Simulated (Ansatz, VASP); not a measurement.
# One calculation of Hf, two programs

The input INCAR:

```
PREC = Accurate
ENCUT = 520
EDIFF = 1E-8
ISMEAR = -1
SIGMA = 0.03
LREAL = F
LASPH = T
NELM = 100
ALGO = Normal
ISIF = 2
LWAVE = F
LCHARG = F
LEFG = T
NBANDS = 11
```

KPOINTS

```
Automatic mesh
0
Gamma
  13 13 13
```

Contents of POSCAR:

```
Hf
1.0
    0.0000000000      2.2492138765      2.2492138765
    2.2492138765      0.0000000000      2.2492138765
    2.2492138765      2.2492138765      0.0000000000
Hf
1
Direct
    0.0000000000      0.0000000000      0.0000000000
```

Input for Ansatz:

```yaml
crystal:
  lattice:
    - [0.0, 2.2492138765, 2.2492138765]
    - [2.2492138765, 0.0, 2.2492138765]
    - [2.2492138765, 2.2492138765, 0.0]
  atoms:
    - { symbol: Hf, position: [0.0, 0.0, 0.0] }
kpoints:
  mp_grid: { grid: [13, 13, 13] }
scf:
  occupations: { method: fermi_dirac, width: 0.03 }
hamiltonian:
  xc: lda
  pseudopotentials: { kind: paw }
output:
  forces: true
  stress: true
  eigenvalues: true
  efg: { contact_densities: true }
```

Change from the starting cell: volume scaled by 1.04, PAW files.

Alike in both runs: task electric field gradients; functional LDA; k mesh 13 × 13 × 13; occupations fermi-dirac, width 0.03 eV; no spin polarisation.

|  | VASP | Ansatz |
| --- | --- | --- |
| version | VASP 6.6.1 | Ansatz 0.2.0 |
| potentials or method | VASP PAW LDA potentials, release 64 (Hf_pv) | PAW with Ansatz's default frozen-core files, scalar-relativistic |
| plane-wave cutoff (eV) | 520 | 420 |
| valence electrons in the cell | 10 | 26 |

|  | VASP | Ansatz | Ansatz less VASP |
| --- | --- | --- | --- |
| pressure (GPa) | -9.1 | -9.1 | +0.01 |

LDA's correlation is that of Perdew and Zunger in VASP and of Perdew and Wang (1992) in Ansatz. VASP's potentials hold 10 valence electrons a cell and Ansatz's 26, so a difference there can come from the potentials and not from the codes.

Spin-orbit coupling is off throughout.
